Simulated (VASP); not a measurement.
# NaAlO3 (Pm-3m) in VASP: further runs

NaAlO3 is run at these levels: LDA; tasks: single point.

Everything below comes from runs of VASP 6.6.1. Logs are shortened: lines on timing, memory, paths and dates and some standing lists are left out, and cuts for length are marked.

**1. The cell of the first run**

It takes space group Pm-3m (No. 221, cubic). The conventional cell has a = 3.754 Å, b = 3.754 Å, c = 3.754 Å, α = 90.00°, β = 90.00°, γ = 90.00°. Na (site symmetry m-3m) has 12 O at 2.65 Å and 8 Al at 3.25 Å within 3.5 Å. Al (site symmetry m-3m) has 6 O at 1.88 Å within 2.5 Å. Within 2.5 Å of O (site symmetry 4/mmm) lie 2 Al at 1.88 Å.

**2. Single point, LDA**

File INCAR:

```
PREC = Accurate
ENCUT = 520
EDIFF = 1E-6
ISMEAR = 0
SIGMA = 0.3
LREAL = F
LASPH = T
NELM = 80
ALGO = Normal
ISIF = 2
LWAVE = F
LCHARG = F
GGA = CA
NBANDS = 22
```

File KPOINTS:

```
Automatic mesh
0
Gamma
  6 6 6
```

File POSCAR:

```
NaAlO3
1.0
    3.7543800000      0.0000000000      0.0000000000
    0.0000000000      3.7543800000      0.0000000000
    0.0000000000      0.0000000000      3.7543800000
Na Al O
1 1 3
Direct
    0.0000000000      0.0000000000      0.0000000000
    0.5000000000      0.5000000000      0.5000000000
    0.5000000000      0.5000000000      0.0000000000
    0.5000000000      0.0000000000      0.5000000000
    0.0000000000      0.5000000000      0.5000000000
```

Potentials or basis: VASP PAW LDA potentials, release 64 (Na_pv, Al, O).

The run is started by

```
cat potpaw_LDA.64/Na_pv/POTCAR potpaw_LDA.64/Al/POTCAR potpaw_LDA.64/O/POTCAR > POTCAR
mpirun -np 1 vasp_std > vasp.out
```

OUTCAR:

```text
PREC = Accurate
   ENCUT = 520
   EDIFF = 1E-6
   ISMEAR = 0
   LREAL = F
   LASPH = T
   NELM = 80
   ISIF = 2
   GGA = CA

 ion  position               nearest neighbor table
   1  0.000  0.000  0.000-
   2  0.500  0.500  0.500-   3 1.88   4 1.88   5 1.88   3 1.88   4 1.88   5 1.88
   3  0.500  0.500  0.000-   2 1.88   2 1.88
   4  0.500  0.000  0.500-   2 1.88   2 1.88
   5  0.000  0.500  0.500-   2 1.88   2 1.88

  LATTYP: Found a simple cubic cell.
 ALAT       =     3.7543800000

  Lattice vectors:

 A1 = (   3.7543800000,   0.0000000000,   0.0000000000)
 A2 = (   0.0000000000,   3.7543800000,   0.0000000000)
 A3 = (   0.0000000000,   0.0000000000,   3.7543800000)

Analysis of symmetry for initial positions (statically):
=====================================================================
 Subroutine PRICEL returns:
 Original cell was already a primitive cell.

 Routine SETGRP: Setting up the symmetry group for a
 simple cubic supercell.

 Subroutine GETGRP returns: Found 48 space group operations
 (whereof 48 operations were pure point group operations)
 out of a pool of 48 trial point group operations.

The static configuration has the point symmetry O_h .

Analysis of symmetry for dynamics (positions and initial velocities):
=====================================================================
 Subroutine PRICEL returns:
 Original cell was already a primitive cell.

 Routine SETGRP: Setting up the symmetry group for a
 simple cubic supercell.

 Subroutine GETGRP returns: Found 48 space group operations
 (whereof 48 operations were pure point group operations)
 out of a pool of 48 trial point group operations.

The dynamic configuration has the point symmetry O_h .

 Subroutine INISYM returns: Found 48 space group operations
 (whereof 48 operations are pure point group operations),
 and found     1 'primitive' translations

----------------------------------------------------------------------------------------

                                     Primitive cell

  volume of cell :      52.9194

  direct lattice vectors                    reciprocal lattice vectors
     3.754380000  0.000000000  0.000000000     0.266355563  0.000000000  0.000000000
     0.000000000  3.754380000  0.000000000     0.000000000  0.266355563  0.000000000
     0.000000000  0.000000000  3.754380000     0.000000000  0.000000000  0.266355563

  length of vectors
     3.754380000  3.754380000  3.754380000     0.266355563  0.266355563  0.266355563

  position of ions in fractional coordinates (direct lattice)
     0.000000000  0.000000000  0.000000000
     0.500000000  0.500000000  0.500000000
     0.500000000  0.500000000  0.000000000
     0.500000000  0.000000000  0.500000000
     0.000000000  0.500000000  0.500000000

  ion indices of the primitive-cell ions
   primitive index   ion index
                 1           1
                 2           2
                 3           3
                 4           4
                 5           5

----------------------------------------------------------------------------------------

 KPOINTS: Automatic mesh

Automatic generation of k-mesh.
 Grid dimensions read from file:
 generate k-points for:    6    6    6

 Generating k-lattice:

  Cartesian coordinates                     Fractional coordinates (reciprocal lattice)
     0.044392594  0.000000000  0.000000000     0.166666667  0.000000000  0.000000000
     0.000000000  0.044392594  0.000000000     0.000000000  0.166666667  0.000000000
     0.000000000  0.000000000  0.044392594     0.000000000  0.000000000  0.166666667

  Length of vectors
     0.044392594  0.044392594  0.044392594

  Shift w.r.t. Gamma in fractional coordinates (k-lattice)
     0.000000000  0.000000000  0.000000000

 Subroutine IBZKPT returns following result:
 ===========================================

 Found     20 irreducible k-points:

 Following reciprocal coordinates:
            Coordinates               Weight
  0.000000  0.000000  0.000000      1.000000
  0.166667  0.000000  0.000000      6.000000
  0.333333  0.000000  0.000000      6.000000
  0.500000  0.000000  0.000000      3.000000
  0.166667  0.166667  0.000000     12.000000
  0.333333  0.166667  0.000000     24.000000
[... 12 lines left out ...]
  0.500000  0.500000  0.333333      6.000000
  0.500000  0.500000  0.500000      1.000000
   k-points           NKPTS =     20   k-points in BZ     NKDIM =     20   number of bands    NBANDS=     22
   number of dos      NEDOS =    301   number of ions     NIONS =      5
   total plane-waves  NPLWV =  21952
   dimension x,y,z NGX =    28 NGY =   28 NGZ =   28
   dimension x,y,z NGXF=    56 NGYF=   56 NGZF=   56
   ions per type =               1   1   3
   NGX,Y,Z   is equivalent  to a cutoff of  12.40, 12.40, 12.40 a.u.
   NGXF,Y,Z  is equivalent  to a cutoff of  24.80, 24.80, 24.80 a.u.
 SYSTEM =  unknown system
   PREC   = accura    normal or accurate (medium, high low for compatibility)
   ISTART =      0    job   : 0-new  1-cont  2-samecut
   ICHARG =      2    charge: 1-file 2-atom 10-const
   ISPIN  =      1    spin polarized calculation?
   LNONCOLLINEAR =      F non collinear calculations
   LSORBIT =      F    spin-orbit coupling
   LASPH  =      T    aspherical Exc in radial PAW
   ENCUT  =  520.0 eV  38.22 Ry    6.18 a.u.   6.98  6.98  6.98*2*pi/ulx,y,z
   NELM   =     80;   NELMIN=  2; NELMDL= -5     # of ELM steps
   EDIFF  = 0.1E-05   stopping-criterion for ELM
   LREAL  =      F    real-space projection
   EDIFFG = 0.1E-04   stopping-criterion for IOM
   NSW    =      0    number of steps for IOM
   IBRION =     -1    ionic relax: 0-MD 1-quasi-New 2-CG
   NFREE  =      0    steps in history (QN), initial steepest desc. (CG)
   ISIF   =      2    stress and relaxation
   ISYM   =      2    0-nonsym 1-usesym 2-fastsym
   POTIM  = 0.5000    time-step for ionic-motion
   TEBEG  =    0.0;   TEEND  =   0.0 temperature during run
   PSTRESS=    0.0 pullay stress
   NELECT =      28.0000    total number of electrons
   NUPDOWN=      -1.0000    fix difference up-down
   EMIN   =  10.00;   EMAX   =-10.00  energy-range for DOS
   EFERMI =   0.00;   METHOD = LEGACY
   ISMEAR =     0;   SIGMA  =   0.30  broadening in eV -4-tet -1-fermi 0-gaus
   EFERMI_NEDOS =   21; number of points for ismear=-14 and -15
   IALGO  =     38    algorithm
   IMIX   =      4    mixing-type and parameters
     AMIX     =   0.40;   BMIX     =  1.00
     AMIX_MAG =   1.60;   BMIX_MAG =  1.00
  volume/ion in A,a.u.               =      10.58        71.42
  Fermi-wavevector in a.u.,A,eV,Ry     =   1.324106  2.502197 23.854490  1.753256
  Thomas-Fermi vector in A             =   2.453665
   LORBIT       =      0    0 simple, 1 ext, 2 COOP (PROOUT), +10 PAW based schemes
   GGA     = CA    functional components
   LHFCALC =     F    Hartree Fock is set to
   AEXX    =    0.0000 exact exchange contribution
   IVDW    =     0    specifies the selected vdW correction
   LEPSILON=     F    determine dielectric tensor
   LRPA    =     F    only Hartree local field effects (RPA)
 non-spin polarized calculation
 Gauss-broadening in eV      SIGMA  =   0.30
  energy-cutoff  :      520.00
  volume of cell :       52.92
 maximum number of plane-waves:      1452
 NGX is ok and might be reduce to    28
   NGX = 13   NGY = 13   NGZ = 13

 number of electron      27.9999960 magnetization

 Free energy of the ion-electron system (eV)
  ---------------------------------------------------
  ext. energy  EPLUGINS =         0.00000000
  ---------------------------------------------------
  free energy    TOTEN  =       -31.55475301 eV

  energy without entropy =      -31.35676161  energy(sigma->0) =      -31.45575731

 E-fermi :   1.7366     XC(G=0): -10.9570

 val. band max:        1.6630349886   @ k =   0.3333   0.1667   0.1667
 cond. band min:       1.9746175410   @ k =   0.3333   0.3333   0.3333
 fundamental gap:      0.3115825523
 Fermi energy:         1.7365553855

 k-point     1 :       0.0000    0.0000    0.0000
  band No.  band energies     occupation
      1     -18.9353      2.00000
      2     -18.9353      2.00000
      3     -18.9353      2.00000
      4     -16.0177      2.00000
      5     -13.6111      2.00000
      6     -13.6111      2.00000
[... 14 lines left out ...]
     21      15.2257      0.00000
     22      15.2257      0.00000

 k-point     2 :       0.1667    0.0000    0.0000
  band No.  band energies     occupation
      1     -18.9518      2.00000
      2     -18.9343      2.00000
      3     -18.9343      2.00000
      4     -15.8803      2.00000
      5     -13.7599      2.00000
      6     -13.6021      2.00000
[... 14 lines left out ...]
     21      15.4464      0.00000
     22      15.4464      0.00000

 k-point     3 :       0.3333    0.0000    0.0000
  band No.  band energies     occupation
      1     -18.9836      2.00000
      2     -18.9324      2.00000
      3     -18.9324      2.00000
      4     -15.5254      2.00000
      5     -14.1389      2.00000
      6     -13.5830      2.00000
[... 14 lines left out ...]
     21      15.8057      0.00000
     22      16.0112      0.00000

 k-point     4 :       0.5000    0.0000    0.0000
  band No.  band energies     occupation
      1     -18.9990      2.00000
      2     -18.9315      2.00000
      3     -18.9315      2.00000
      4     -15.2392      2.00000
      5     -14.4382      2.00000
      6     -13.5734      2.00000
[... 14 lines left out ...]
     21      16.2243      0.00000
     22      16.4160      0.00000

 k-point     5 :       0.1667    0.1667    0.0000
  band No.  band energies     occupation
      1     -18.9542      2.00000
      2     -18.9444      2.00000
      3     -18.9334      2.00000
      4     -15.7498      2.00000
      5     -13.8088      2.00000
      6     -13.6788      2.00000
[... 14 lines left out ...]
     21      15.5655      0.00000
     22      15.9395      0.00000

 k-point     6 :       0.3333    0.1667    0.0000
  band No.  band energies     occupation
      1     -18.9790      2.00000
      2     -18.9437      2.00000
      3     -18.9315      2.00000
      4     -15.4108      2.00000
      5     -14.1279      2.00000
      6     -13.6913      2.00000
[... 14 lines left out ...]
     21      16.0591      0.00000
     22      16.5278      0.00000

 k-point     7 :       0.5000    0.1667    0.0000
  band No.  band energies     occupation
      1     -18.9924      2.00000
      2     -18.9419      2.00000
      3     -18.9306      2.00000
      4     -15.1336      2.00000
      5     -14.4100      2.00000
      6     -13.6842      2.00000
[... 224 lines left out ...]
      6     -14.3178      2.00000
[... 14 lines left out ...]
     21      15.9714      0.00000
     22      15.9714      0.00000

 k-point    17 :       0.3333    0.3333    0.3333
  band No.  band energies     occupation
      1     -18.9622      2.00000
      2     -18.9523      2.00000
      3     -18.9523      2.00000
      4     -14.7820      2.00000
      5     -14.1402      2.00000
      6     -14.1402      2.00000
[... 14 lines left out ...]
     21      15.7279      0.00000
     22      15.7279      0.00000

 k-point    18 :       0.5000    0.3333    0.3333
  band No.  band energies     occupation
      1     -18.9641      2.00000
      2     -18.9544      2.00000
      3     -18.9486      2.00000
      4     -14.5684      2.00000
      5     -14.3164      2.00000
      6     -14.1322      2.00000
[... 14 lines left out ...]
     21      15.5760      0.00000
     22      15.7997      0.00000

 k-point    19 :       0.5000    0.5000    0.3333
  band No.  band energies     occupation
      1     -18.9590      2.00000
      2     -18.9590      2.00000
      3     -18.9478      2.00000
      4     -14.3527      2.00000
      5     -14.3040      2.00000
      6     -14.3040      2.00000
[... 14 lines left out ...]
     21      15.6250      0.00000
     22      15.6250      0.00000

 k-point    20 :       0.5000    0.5000    0.5000
  band No.  band energies     occupation
      1     -18.9544      2.00000
      2     -18.9544      2.00000
      3     -18.9544      2.00000
      4     -14.2967      2.00000
      5     -14.2967      2.00000
      6     -14.2967      2.00000
[... 14 lines left out ...]
     21      15.6297      0.00000
     22      15.6297      0.00000

------------------------ aborting loop because EDIFF is reached ----------------------------------------

  FORCE on cell =-STRESS in cart. coord.  units (eV):
  Direction    XX          YY          ZZ          XY          YZ          ZX
  --------------------------------------------------------------------------------------
  -------------------------------------------------------------------------------------
  Total       -3.2040390     -3.2040390     -3.2040390      0.0000000     -0.0000000     -0.0000000
  in kB      -97.0049056    -97.0049056    -97.0049056      0.0000000     -0.0000000     -0.0000000
  external PRESSURE =     -97.0049056 kB  Pullay stress =       0.0000000 kB

 VOLUME and BASIS-vectors are now :
 -----------------------------------------------------------------------------
  energy-cutoff  :      520.00
  volume of cell :       52.92
      direct lattice vectors                 reciprocal lattice vectors
     3.754380000  0.000000000  0.000000000     0.266355563  0.000000000  0.000000000
     0.000000000  3.754380000  0.000000000     0.000000000  0.266355563  0.000000000
     0.000000000  0.000000000  3.754380000     0.000000000  0.000000000  0.266355563

 POSITION                                       TOTAL-FORCE (eV/Angst)
 -----------------------------------------------------------------------------------
      0.00000      0.00000      0.00000         0.000000      0.000000      0.000000
      1.87719      1.87719      1.87719         0.000000      0.000000      0.000000
      1.87719      1.87719      0.00000         0.000000      0.000000      0.000000
      1.87719      0.00000      1.87719         0.000000      0.000000      0.000000
      0.00000      1.87719      1.87719         0.000000      0.000000      0.000000
 -----------------------------------------------------------------------------------
    total drift:                                0.000000      0.000000      0.000000

  FREE ENERGIE OF THE ION-ELECTRON SYSTEM (eV)
  ---------------------------------------------------
  free  energy   TOTEN  =       -31.5547530119 eV

  energy  without entropy=      -31.3567616114  energy(sigma->0) =      -31.45575731
```

Wall time 16 s (1 thread of Intel Xeon 8259CL, shared host); peak memory 0.14 GiB.

Results:

```
Free energy            : -31.5548 eV
Pressure               : -9.7 GPa
Band gap on the k mesh : zero (band 14 reaches 2.43 eV, above the bottom of band 15 at 1.48 eV)
```

**3. Single point, LDA**

File INCAR:

```
SYSTEM = NaAlO3
PREC = Accurate
ENCUT = 520
EDIFF = 1E-7
ISMEAR = 0
SIGMA = 0.2
LREAL = .FALSE.
LASPH = .TRUE.
NELM = 60
ALGO = Normal
ISIF = 2
LWAVE = .FALSE.
LCHARG = .FALSE.
GGA = CA
NBANDS = 22
```

File KPOINTS:

```
regular mesh
0
G
  6 6 6
  0 0 0
```

POSCAR is that of step 2.

Potentials or basis: VASP PAW LDA potentials, release 64 (Na_pv, Al, O).

The run is started by

```
cat potpaw_LDA.64/Na_pv/POTCAR potpaw_LDA.64/Al/POTCAR potpaw_LDA.64/O/POTCAR > POTCAR
mpirun -np 1 vasp_std > vasp.out
```

Wall time 16 s (1 thread of Intel Xeon 8259CL, shared host); peak memory 0.14 GiB.

Results (log left out):

* Free energy: -31.4981 eV
* Pressure: -9.9 GPa
* Band gap on the k mesh: zero (band 14 reaches 2.42 eV, above the bottom of band 15 at 1.48 eV)

Levels at points of the mesh, in eV from the Fermi level:
```csv
k point,band 11,band 12,band 13,band 14,band 15,band 16,band 17,band 18
"(0.00, 0.00, 0.00)",-0.43,-0.43,-0.07,-0.07,-0.07,6.42,8.89,12.46
"(0.50, 0.00, 0.00)",-1.26,-1.26,-0.88,-0.21,-0.21,9.62,9.77,11.73
"(0.50, 0.50, 0.00)",-1.43,-1.25,-1.24,-1.24,0.71,10.83,11.63,11.63
"(0.50, 0.50, 0.50)",-1.22,-1.22,0.73,0.73,0.73,9.06,11.52,11.52
```

**4. Single point, LDA**

File INCAR:

```
SYSTEM = NaAlO3
PREC     = Accurate       ! precision mode
ENCUT    = 520            ! plane-wave cutoff, eV
EDIFF    = 1E-7           ! SCF threshold, eV
ISMEAR   = 0              ! smearing method
SIGMA    = 0.1            ! smearing width, eV
LREAL    = .False.        ! projectors in reciprocal space
LASPH    = .True.         ! aspherical terms in the spheres
NELM     = 60             ! most SCF steps
ALGO     = Normal         ! electronic algorithm
ISIF     = 2              ! what is computed and relaxed
LWAVE    = .False.        ! write WAVECAR
LCHARG   = .False.        ! write CHGCAR
GGA      = CA             ! functional
NBANDS   = 22             ! bands
```

File KPOINTS:

```
Automatic mesh
0
Gamma
  6 6 6
  0 0 0
```

POSCAR is that of step 3.

The run is started by

```
cat potpaw_LDA.64/Na_pv/POTCAR potpaw_LDA.64/Al/POTCAR potpaw_LDA.64/O/POTCAR > POTCAR
mpirun -np 1 vasp_std > vasp.out
```

It took 17 s on 1 thread of Intel Xeon 8259CL, shared host; peak memory 0.15 GiB.

It converged, with:

| Item | Value |
| --- | --- |
| Free energy | -31.4545 eV |
| Pressure | -9.9 GPa |
| Band gap on the k mesh | zero (band 14 reaches 2.42 eV, above the bottom of band 15 at 1.48 eV) |

Levels at points of the mesh, in eV from the Fermi level:
```
           k point  band 10  band 11  band 12  band 13  band 14  band 15  band 16  band 17  band 18  band 19
(0.00, 0.00, 0.00)    -0.38    -0.38    -0.38    -0.02    -0.02    -0.02     6.47     8.94    12.51    12.51
(0.50, 0.00, 0.00)    -2.15    -1.21    -1.21    -0.83    -0.16    -0.16     9.67     9.82    11.78    14.30
(0.50, 0.50, 0.00)    -1.38    -1.38    -1.20    -1.19    -1.19     0.76    10.88    11.68    11.68    13.10
(0.50, 0.50, 0.50)    -3.24    -1.17    -1.17     0.78     0.78     0.78     9.11    11.57    11.57    11.57
```

**5. Single point, LDA**

File INCAR:

```
SYSTEM = NaAlO3
PREC = Accurate ; ENCUT = 520
EDIFF = 1E-6 ; ISMEAR = 0
SIGMA = 0.05 ; LREAL = .FALSE.
LASPH = .TRUE. ; NELM = 100
ALGO = Normal ; ISIF = 2
LWAVE = .FALSE. ; LCHARG = .FALSE.
NBANDS = 22
```

File KPOINTS:

```
regular mesh
0
G
  6 6 6
  0 0 0
```

POSCAR is that of step 4.

The run is started by

```
cat potpaw_LDA.64/Na_pv/POTCAR potpaw_LDA.64/Al/POTCAR potpaw_LDA.64/O/POTCAR > POTCAR
mpirun -np 1 vasp_std > vasp.out
```

It took 16 s on 1 thread of Intel Xeon 8259CL, shared host; peak memory 0.15 GiB.

It converged, with:

```yaml
Free_energy: -31.4382 eV
Pressure: -9.9 GPa
Band_gap_on_the_k_mesh: zero (band 14 reaches 2.42 eV, above the bottom of band 15 at 1.48 eV)
```

Levels at points of the mesh, in eV from the Fermi level:
```tsv
k point	band 10	band 11	band 12	band 13	band 14	band 15	band 16	band 17	band 18	band 19
(0.00, 0.00, 0.00)	-0.36	-0.36	-0.36	-0.01	-0.01	-0.01	6.49	8.96	12.53	12.53
(0.50, 0.00, 0.00)	-2.13	-1.19	-1.19	-0.82	-0.14	-0.14	9.69	9.83	11.79	14.31
(0.50, 0.50, 0.00)	-1.37	-1.37	-1.18	-1.17	-1.17	0.77	10.90	11.70	11.70	13.12
(0.50, 0.50, 0.50)	-3.22	-1.16	-1.16	0.80	0.80	0.80	9.13	11.59	11.59	11.59
```

**6. The runs side by side**

```csv
smearing,gap on the mesh (eV),pressure (GPa)
gaussian 0.3 eV,none,-9.7
gaussian 0.2 eV,none,-9.9
gaussian 0.1 eV,none,-9.9
gaussian 0.05 eV,none,-9.9
```

Alike in all rows: task single point; level LDA; potentials or basis VASP PAW LDA potentials, release 64 (Na_pv, Al, O); no spin polarisation; cell as given; k mesh 6 × 6 × 6; cutoff (eV) 520.

Every run on the cell as given and a fine mesh finds a metal.

Absolute energies hang on the potentials; compare differences alone.
